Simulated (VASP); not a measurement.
Input of a VASP 6.6.1 run:

File INCAR:

```
PREC = Accurate
ENCUT = 520
EDIFF = 1E-6
ISMEAR = 0
SIGMA = 0.1
LREAL = F
LASPH = T
NELM = 100
ALGO = Fast
ISIF = 2
LWAVE = F
LCHARG = F
GGA = PS
NBANDS = 12
```

KPOINTS

```
Automatic mesh
0
Gamma
  24 24 24
```

Contents of POSCAR:

```
Cd
1.0
   -1.5459176854      1.5459176854      2.1907404227
    1.5459176854     -1.5459176854      2.1907404227
    1.5459176854      1.5459176854     -2.1907404227
Cd
1
Direct
    0.0000000000      0.0000000000      0.0000000000
```

Potentials or basis: VASP PAW PBE potentials, release 64 (Cd).

The run is started by

```console
$ cat potpaw_PBE.64/Cd/POTCAR > POTCAR
$ mpirun -np 1 vasp_std > vasp.out
```

**Question.** Estimate the pressure.

**Answer.** 0.4 GPa.

**Question.** Estimate the band gap on the k mesh.

**Answer.** Zero (band 6 reaches 5.04 eV, above the bottom of band 7 at 1.69 eV).

Stress tensor (GPa, compression positive):
```
0.43 0.00 0.00
0.00 0.43 0.00
0.00 0.00 0.35
```

Caveat: the PAW data sets were made with another functional, which shifts forces and pressure a little.
